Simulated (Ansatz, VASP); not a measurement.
**Two plane-wave programs on V**

```xyz
1
Lattice="-1.4629 1.4629 1.4629 1.4629 -1.4629 1.4629 1.4629 1.4629 -1.4629" Properties=species:S:1:pos:R:3 pbc="T T T"
V     0.0000    0.0000    0.0000
```

Alike in both runs: task single point; functional LDA; k mesh 20 × 20 × 20; occupations gaussian, width 0.05 eV; no spin polarisation.

```csv
,VASP,Ansatz
version,VASP 6.6.1,Ansatz 0.2.0
potentials or method,"VASP PAW LDA potentials, release 64 (V_sv), cutoff 500 eV","scalar-relativistic, plane waves, PAW"
valence electrons in the cell,13,13
```

|  | VASP | Ansatz | Ansatz less VASP |
| --- | --- | --- | --- |
| gap on the k mesh at the Fermi level (eV) | none | none | - |
| pressure (GPa) | 0.4 | 0.0 | -0.39 |

LDA's correlation is that of Perdew and Zunger in VASP and of Perdew and Wang (1992) in Ansatz. A gap of «none» marks a metal or a gap that the smearing closes.
